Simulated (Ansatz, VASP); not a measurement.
Si2W in VASP and in Ansatz

The input POSCAR:

```
Si2W
1.0
   -1.6069000000      1.6069000000      3.9149500000
    1.6069000000     -1.6069000000      3.9149500000
    1.6069000000      1.6069000000     -3.9149500000
W Si
1 2
Direct
    0.0000000000      0.0000000000      0.0000000000
    0.6653000000      0.6653000000      0.0000000000
    0.3347000000      0.3347000000      0.0000000000
```

The input INCAR.step1:

```
SYSTEM = Si2W
PREC = Accurate ; ENCUT = 520
ISMEAR = -1 ; SIGMA = 0.05
LREAL = .FALSE. ; LASPH = .TRUE.
NELM = 60 ; NBANDS = 18
GGA = PE ; ALGO = Normal
EDIFF = 1E-4 ; LWAVE = .TRUE.
LCHARG = .FALSE.
```

Contents of INCAR.step2:

```
SYSTEM = Si2W
PREC = Accurate ; ENCUT = 520
EDIFF = 1E-6 ; ISMEAR = -1
SIGMA = 0.05 ; LREAL = .FALSE.
LASPH = .TRUE. ; NELM = 60
ALGO = Normal ; ISIF = 2
LWAVE = .FALSE. ; LCHARG = .FALSE.
METAGGA = R2SCAN ; LMIXTAU = .TRUE.
NBANDS = 18 ; ISTART = 1
```

KPOINTS

```
regular mesh
0
G
  7 7 7
  0 0 0
```

Contents of input.yaml:

```yaml
crystal:
  lattice:
    - [-1.6069, 1.6069, 3.91495]
    - [1.6069, -1.6069, 3.91495]
    - [1.6069, 1.6069, -3.91495]
  atoms:
    - { symbol: W, position: [0.0, 0.0, 0.0] }
    - { symbol: Si, position: [0.6653, 0.6653, 0.0] }
    - { symbol: Si, position: [0.3347, 0.3347, 0.0] }
hamiltonian:
  xc: r2scan
  pseudopotentials: { kind: paw }
kpoints:
  mp_grid: { grid: [7, 7, 7] }
scf:
  occupations: { method: fermi_dirac, width: 0.05 }
  n_extra_bands: 7
output:
  forces: true
  stress: true
  eigenvalues: true
  dos: { projected: true, de: 0.05, nscf_kmesh: { grid: [11, 11, 11] } }
```

Alike in both runs: functional r2SCAN; k mesh 7 × 7 × 7; occupations fermi-dirac, width 0.05 eV; no spin polarisation.

|  | VASP | Ansatz |
| --- | --- | --- |
| version | VASP 6.6.1 | Ansatz 0.2.0 |
| potentials or method | VASP PAW PBE potentials, release 64 (W_sv, Si) | Ansatz PAW |
| plane-wave cutoff (eV) | 520 | 500 |
| valence electrons in the cell | 22 | 22 |
| task | single point | projected density of states |

```tsv
	VASP	Ansatz	Ansatz less VASP
gap on the k mesh at the Fermi level (eV)	none	none	-
pressure (GPa)	-1.0	-1.2	-0.26
traceless stress, the component that is largest in VASP (GPa)	-1.17	-1.00	+0.176
rms of the force components (eV/Å)	0.022	0.026	+0.0041
```

VASP's potentials were made for PBE, not for r2SCAN. Atom by atom the forces differ by 0.004 eV/Å (rms over components). A gap of «none» marks a metal or a gap that the smearing closes.

The k mesh is coarse, so the values compare programs but aren't converged. Neither program's run includes spin-orbit coupling.
